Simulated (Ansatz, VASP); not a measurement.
## Au: VASP beside Ansatz

```
Au
1.0
     0.00000    2.13947    2.13947
     2.13947    0.00000    2.13947
     2.13947    2.13947    0.00000
Au
1
Cartesian
  0.0000 0.0000 0.0000
```

Alike in both runs: task single point; functional PBE; k mesh 18 × 18 × 18; occupations gaussian, width 0.1 eV; no spin polarisation.

|  | VASP | Ansatz |
| --- | --- | --- |
| version | VASP 6.6.1 | Ansatz 0.2.0 |
| potentials or method | VASP PAW PBE potentials, release 64 (Au), cutoff 500 eV | scalar-relativistic, all-electron LAPW |

Ansatz gave:

* gap on the k mesh at the Fermi level (eV): none
* pressure (GPa): -9.4

Task: Which values does VASP return?

Result: gap on the k mesh at the Fermi level (eV): none; pressure (GPa): -9.5.

A gap of «none» marks a metal or a gap that the smearing closes. Ansatz ran all-electron here, and VASP with PAW potentials.

Neither program's run includes spin-orbit coupling.
